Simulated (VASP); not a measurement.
# Ag (Fm-3m) in VASP: settings compared

Aim: see how the results for Ag move with the level of theory and the settings. Levels: BLYP+D3(BJ), HSE06. Tasks: single point.

All numbers are computed with VASP 6.6.1; they aren't measurements. Logs are shortened: lines on timing, memory, paths and dates and some standing lists are left out, and cuts for length are marked.

**1. The cell of the first run**

It takes space group Fm-3m (No. 225, cubic). The conventional cell has a = 4.030 Å, b = 4.030 Å, c = 4.030 Å, α = 90.00°, β = 90.00°, γ = 90.00°. Within 3.8 Å of Ag (site symmetry m-3m) lie 12 Ag at 2.85 Å.

**2. Single point, BLYP+D3(BJ)**

INCAR reads:

```
PREC = Accurate ; ENCUT = 520
EDIFF = 1E-7 ; ISMEAR = -1
SIGMA = 0.05 ; LREAL = False
LASPH = True ; NELM = 60
ALGO = Fast ; ISIF = 2
LWAVE = False ; LCHARG = False
GGA = B5 ; ALDAX = 1.0
AGGAX = 1.0 ; AGGAC = 1.0
ALDAC = 0.0 ; IVDW = 12
VDW_S6 = 1.0 ; VDW_S8 = 2.6996
VDW_A1 = 0.4298 ; VDW_A2 = 4.2359
NBANDS = 12
```

KPOINTS reads:

```
regular mesh
0
Gamma
  11 11 11
```

POSCAR reads:

```
Ag
1.0
    0.0000000000      2.0151418859      2.0151418859
    2.0151418859      0.0000000000      2.0151418859
    2.0151418859      2.0151418859      0.0000000000
Ag
1
Direct
    0.0000000000      0.0000000000      0.0000000000
```

Potentials or basis: VASP PAW PBE potentials, release 64 (Ag).

Run with:

```
> cat potpaw_PBE.64/Ag/POTCAR > POTCAR
> mpirun -np 1 vasp_std > vasp.out
```

OUTCAR:

```text
PREC = Accurate
   ENCUT = 520
   EDIFF = 1E-7
   ISMEAR = -1
   LREAL = False
   LASPH = True
   NELM = 60
   ISIF = 2
   GGA = B5
   IVDW = 12
 IVDW          = 12

 ion  position               nearest neighbor table
   1  0.000  0.000  0.000-

  LATTYP: Found a face centered cubic cell.
 ALAT       =     4.0302837718

  Lattice vectors:

 A1 = (   0.0000000000,   2.0151418859,   2.0151418859)
 A2 = (   2.0151418859,   0.0000000000,   2.0151418859)
 A3 = (   2.0151418859,   2.0151418859,   0.0000000000)

Analysis of symmetry for initial positions (statically):
=====================================================================
 Subroutine PRICEL returns:
 Original cell was already a primitive cell.

 Routine SETGRP: Setting up the symmetry group for a
 face centered cubic supercell.

 Subroutine GETGRP returns: Found 48 space group operations
 (whereof 48 operations were pure point group operations)
 out of a pool of 48 trial point group operations.

The static configuration has the point symmetry O_h .

Analysis of symmetry for dynamics (positions and initial velocities):
=====================================================================
 Subroutine PRICEL returns:
 Original cell was already a primitive cell.

 Routine SETGRP: Setting up the symmetry group for a
 face centered cubic supercell.

 Subroutine GETGRP returns: Found 48 space group operations
 (whereof 48 operations were pure point group operations)
 out of a pool of 48 trial point group operations.

The dynamic configuration has the point symmetry O_h .

 Subroutine INISYM returns: Found 48 space group operations
 (whereof 48 operations are pure point group operations),
 and found     1 'primitive' translations

----------------------------------------------------------------------------------------

                                     Primitive cell

  volume of cell :      16.3662

  direct lattice vectors                    reciprocal lattice vectors
     0.000000000  2.015141886  2.015141886    -0.248121486  0.248121486  0.248121486
     2.015141886  0.000000000  2.015141886     0.248121486 -0.248121486  0.248121486
     2.015141886  2.015141886  0.000000000     0.248121486  0.248121486 -0.248121486

  length of vectors
     2.849840985  2.849840985  2.849840985     0.429759021  0.429759021  0.429759021

  position of ions in fractional coordinates (direct lattice)
     0.000000000  0.000000000  0.000000000

  ion indices of the primitive-cell ions
   primitive index   ion index
                 1           1

----------------------------------------------------------------------------------------

 KPOINTS: regular mesh

Automatic generation of k-mesh.
 Grid dimensions read from file:
 generate k-points for:   11   11   11

 Generating k-lattice:

  Cartesian coordinates                     Fractional coordinates (reciprocal lattice)
    -0.022556499  0.022556499  0.022556499     0.090909091  0.000000000  0.000000000
     0.022556499 -0.022556499  0.022556499     0.000000000  0.090909091  0.000000000
     0.022556499  0.022556499 -0.022556499     0.000000000  0.000000000  0.090909091

  Length of vectors
     0.039069002  0.039069002  0.039069002

  Shift w.r.t. Gamma in fractional coordinates (k-lattice)
     0.000000000  0.000000000  0.000000000

 Subroutine IBZKPT returns following result:
 ===========================================

 Found     56 irreducible k-points:

 Following reciprocal coordinates:
            Coordinates               Weight
  0.000000  0.000000  0.000000      1.000000
  0.090909  0.000000  0.000000      8.000000
  0.181818  0.000000  0.000000      8.000000
  0.272727  0.000000  0.000000      8.000000
  0.363636  0.000000  0.000000      8.000000
  0.454545  0.000000  0.000000      8.000000
[... 16 lines left out ...]
 -0.272727  0.181818  0.000000     24.000000
 -0.181818  0.181818  0.000000     12.000000
 [... further k-points ...]
   k-points           NKPTS =     56   k-points in BZ     NKDIM =     56   number of bands    NBANDS=     12
   number of dos      NEDOS =    301   number of ions     NIONS =      1
   total plane-waves  NPLWV =  13824
   dimension x,y,z NGX =    24 NGY =   24 NGZ =   24
   dimension x,y,z NGXF=    48 NGYF=   48 NGZF=   48
   ions per type =               1
   NGX,Y,Z   is equivalent  to a cutoff of  14.00, 14.00, 14.00 a.u.
   NGXF,Y,Z  is equivalent  to a cutoff of  28.00, 28.00, 28.00 a.u.
 SYSTEM =  unknown system
   PREC   = accura    normal or accurate (medium, high low for compatibility)
   ISTART =      0    job   : 0-new  1-cont  2-samecut
   ICHARG =      2    charge: 1-file 2-atom 10-const
   ISPIN  =      1    spin polarized calculation?
   LNONCOLLINEAR =      F non collinear calculations
   LSORBIT =      F    spin-orbit coupling
   LASPH  =      T    aspherical Exc in radial PAW
   ENCUT  =  520.0 eV  38.22 Ry    6.18 a.u.   5.30  5.30  5.30*2*pi/ulx,y,z
   NELM   =     60;   NELMIN=  2; NELMDL= -5     # of ELM steps
   EDIFF  = 0.1E-06   stopping-criterion for ELM
   LREAL  =      F    real-space projection
   EDIFFG = 0.1E-05   stopping-criterion for IOM
   NSW    =      0    number of steps for IOM
   IBRION =     -1    ionic relax: 0-MD 1-quasi-New 2-CG
   NFREE  =      0    steps in history (QN), initial steepest desc. (CG)
   ISIF   =      2    stress and relaxation
   ISYM   =      2    0-nonsym 1-usesym 2-fastsym
   POTIM  = 0.5000    time-step for ionic-motion
   TEBEG  =    0.0;   TEEND  =   0.0 temperature during run
   PSTRESS=    0.0 pullay stress
   NELECT =      11.0000    total number of electrons
   NUPDOWN=      -1.0000    fix difference up-down
   EMIN   =  10.00;   EMAX   =-10.00  energy-range for DOS
   EFERMI =   0.00;   METHOD = LEGACY
   ISMEAR =    -1;   SIGMA  =   0.05  broadening in eV -4-tet -1-fermi 0-gaus
   EFERMI_NEDOS =   21; number of points for ismear=-14 and -15
   IALGO  =     68    algorithm
   IMIX   =      4    mixing-type and parameters
     AMIX     =   0.40;   BMIX     =  1.00
     AMIX_MAG =   1.60;   BMIX_MAG =  1.00
  volume/ion in A,a.u.               =      16.37       110.44
  Fermi-wavevector in a.u.,A,eV,Ry     =   1.434025  2.709915 27.979403  2.056428
  Thomas-Fermi vector in A             =   2.553479
   LORBIT       =      0    0 simple, 1 ext, 2 COOP (PROOUT), +10 PAW based schemes
   GGA     = B5    functional components
   LHFCALC =     F    Hartree Fock is set to
   AEXX    =    0.0000 exact exchange contribution
   IVDW    =    12    specifies the selected vdW correction
   LEPSILON=     F    determine dielectric tensor
   LRPA    =     F    only Hartree local field effects (RPA)
 non-spin polarized calculation
 RMM-DIIS sequential band-by-band and
  energy-cutoff  :      520.00
  volume of cell :       16.37
 maximum number of plane-waves:       459
 NGX is ok and might be reduce to    24
   NGX = 11   NGY = 11   NGZ = 11

 number of electron      11.0000002 magnetization

 Free energy of the ion-electron system (eV)
  ---------------------------------------------------
  ext. energy  EPLUGINS =         0.00000000
  ---------------------------------------------------
  free energy    TOTEN  =        -1.95541540 eV

  energy without entropy =       -1.95251749  energy(sigma->0) =       -1.95396645

 E-fermi :   9.8597     XC(G=0): -11.8672

 val. band max:        9.8364758164   @ k =  -0.4545   0.0909   0.0000
 cond. band min:       9.8934344030   @ k =   0.4545   0.3636   0.0000
 fundamental gap:      0.0569585866
 Fermi energy:         9.8597454112

 k-point     1 :       0.0000    0.0000    0.0000
  band No.  band energies     occupation
      1       1.5455      2.00000
      2       4.4907      2.00000
      3       4.4907      2.00000
      4       4.4907      2.00000
      5       5.5981      2.00000
      6       5.5981      2.00000
      7      25.9207      0.00000
      8      29.5270      0.00000
      9      29.5270      0.00000
     10      29.5270      0.00000
     11      34.9670      0.00000
     12      35.9491      0.00000

 k-point     2 :       0.0909    0.0000    0.0000
  band No.  band energies     occupation
      1       1.8095      2.00000
      2       4.4338      2.00000
      3       4.5640      2.00000
      4       4.5640      2.00000
      5       5.5722      2.00000
      6       5.5722      2.00000
      7      25.9292      0.00000
      8      27.7868      0.00000
      9      29.6622      0.00000
     10      29.6622      0.00000
     11      34.3420      0.00000
     12      35.5098      0.00000

 k-point     3 :       0.1818    0.0000    0.0000
  band No.  band energies     occupation
      1       2.4844      2.00000
      2       4.4114      2.00000
      3       4.6951      2.00000
      4       4.6951      2.00000
      5       5.5830      2.00000
      6       5.5830      2.00000
      7      23.7457      0.00000
      8      26.8541      0.00000
      9      29.8708      0.00000
     10      29.8708      0.00000
     11      32.9701      0.00000
     12      34.2528      0.00000
[... 286 lines left out ...]
 k-point    23 :      -0.2727    0.1818    0.0000
  band No.  band energies     occupation
      1       3.6302      2.00000
      2       4.3115      2.00000
      3       4.8110      2.00000
      4       5.0103      2.00000
      5       5.6212      2.00000
      6       8.1828      2.00000
      7      18.5362      0.00000
      8      21.7808      0.00000
      9      27.3556      0.00000
     10      28.9289      0.00000
     11      32.2306      0.00000
     12      34.9393      0.00000

 k-point    24 :      -0.1818    0.1818    0.0000
  band No.  band energies     occupation
      1       3.6030      2.00000
      2       4.0750      2.00000
      3       4.7365      2.00000
      4       5.1490      2.00000
      5       5.1808      2.00000
      6       6.8417      2.00000
      7      21.8634      0.00000
      8      22.3437      0.00000
      9      28.6574      0.00000
     10      30.4176      0.00000
     11      31.2534      0.00000
     12      34.7695      0.00000

 [... further k-points ...]

------------------------ aborting loop because EDIFF is reached ----------------------------------------

 Edisp (eV)   -1.40232

 E8    (eV) :    -1.0320

  FORCE on cell =-STRESS in cart. coord.  units (eV):
  Direction    XX          YY          ZZ          XY          YZ          ZX
  --------------------------------------------------------------------------------------
  -------------------------------------------------------------------------------------
  Total       0.39756     0.39756     0.39756    -0.00000     0.00000    -0.00000
  in kB      38.91917    38.91917    38.91917    -0.00000     0.00000    -0.00000
  external pressure =       38.92 kB  Pullay stress =        0.00 kB

 VOLUME and BASIS-vectors are now :
 -----------------------------------------------------------------------------
  energy-cutoff  :      520.00
  volume of cell :       16.37
      direct lattice vectors                 reciprocal lattice vectors
     0.000000000  2.015141886  2.015141886    -0.248121486  0.248121486  0.248121486
     2.015141886  0.000000000  2.015141886     0.248121486 -0.248121486  0.248121486
     2.015141886  2.015141886  0.000000000     0.248121486  0.248121486 -0.248121486

 POSITION                                       TOTAL-FORCE (eV/Angst)
 -----------------------------------------------------------------------------------
      0.00000      0.00000      0.00000         0.000000      0.000000      0.000000
 -----------------------------------------------------------------------------------
    total drift:                               -0.000000     -0.000000     -0.000000

  FREE ENERGIE OF THE ION-ELECTRON SYSTEM (eV)
  ---------------------------------------------------
  free  energy   TOTEN  =        -3.3577339494 eV

  energy  without entropy=       -3.3548360388  energy(sigma->0) =       -3.35628499
```

Run time: 18 s. Hardware: 1 thread of AMD EPYC 7R13 (Zen 3), shared host; peak memory 0.12 GiB.

Results:

| Property | Result |
| --- | --- |
| Free energy | -3.3577 eV |
| Pressure | 3.9 GPa |
| Dispersion energy per atom | -1.402 eV |

Levels at points of the mesh, in eV from the Fermi level:
```
           k point  band 3  band 4  band 5  band 6  band 7  band 8  band 9  band 10
(0.00, 0.00, 0.00)   -5.37   -5.37   -4.26   -4.26   16.06   19.67   19.67    19.67
```

Caveat: the PAW data sets were made with another functional, which shifts forces and pressure a little; pairwise dispersion overbinds metals, which lowers pressure and volume.

(Continued in part 2 of 2.)
